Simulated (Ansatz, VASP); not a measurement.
# Two plane-wave programs on GdO

File INCAR:

```
SYSTEM = GdO
PREC = Accurate
ENCUT = 520
EDIFF = 1E-6
ISMEAR = 0
SIGMA = 0.05
LREAL = .False.
LASPH = .True.
NELM = 150
ALGO = Normal
ISIF = 2
LWAVE = .False.
LCHARG = .False.
ISPIN = 2
MAGMOM = 7 0
LORBIT = 11
LMAXMIX = 6
GGA = RE
NBANDS = 23
```

Contents of KPOINTS:

```
Automatic mesh
0
Gamma
  12 12 12
  0 0 0
```

POSCAR

```
GdO
1.0
    2.9944849749      0.0000000000      0.0000000000
    0.0000000000      2.9944849749      0.0000000000
    0.0000000000      0.0000000000      2.9944849749
Gd O
1 1
Direct
    0.0000000000      0.0000000000      0.0000000000
    0.5000000000      0.5000000000      0.5000000000
```

Input for Ansatz:

```yaml
crystal:
  lattice:
    - [2.9944849749, 0.0, 0.0]
    - [0.0, 2.9944849749, 0.0]
    - [0.0, 0.0, 2.9944849749]
  atoms:
    - { symbol: Gd, position: [0.0, 0.0, 0.0], spin: 7.0 }
    - { symbol: O, position: [0.5, 0.5, 0.5] }
basis:
  ecutwfc: 500
  ecutrho_ratio: 4
kpoints:
  mp_grid: { grid: [12, 12, 12] }
hamiltonian:
  xc: revpbe
scf:
  occupations: { method: gaussian, width: 0.05 }
output:
  forces: true
  stress: true
magnetization:
  spin_polarized: true
```

Alike in both runs: task single point; functional revPBE; k mesh 12 × 12 × 12; occupations gaussian, width 0.05 eV; collinear spin.

|  | VASP | Ansatz |
| --- | --- | --- |
| version | VASP 6.6.1 | Ansatz 0.2.0 |
| potentials or method | VASP PAW PBE potentials, release 64 (Gd, O), cutoff 520 eV | scalar-relativistic, plane waves, PAW |
| valence electrons in the cell | 24 | 24 |

|  | VASP | Ansatz | Ansatz less VASP |
| --- | --- | --- | --- |
| pressure (GPa) | 7.1 | 7.0 | -0.08 |
| net moment per atom (μB) | 3.68 | 3.68 | -0.002 |
| size of the moment on the site where the two differ most (μB) | 6.95 | 7.00 | +0.050 |

VASP's potentials were made for PBE, not for revPBE. Site moments also hang on the region over which each program counts them.

Spin-orbit coupling is off throughout.
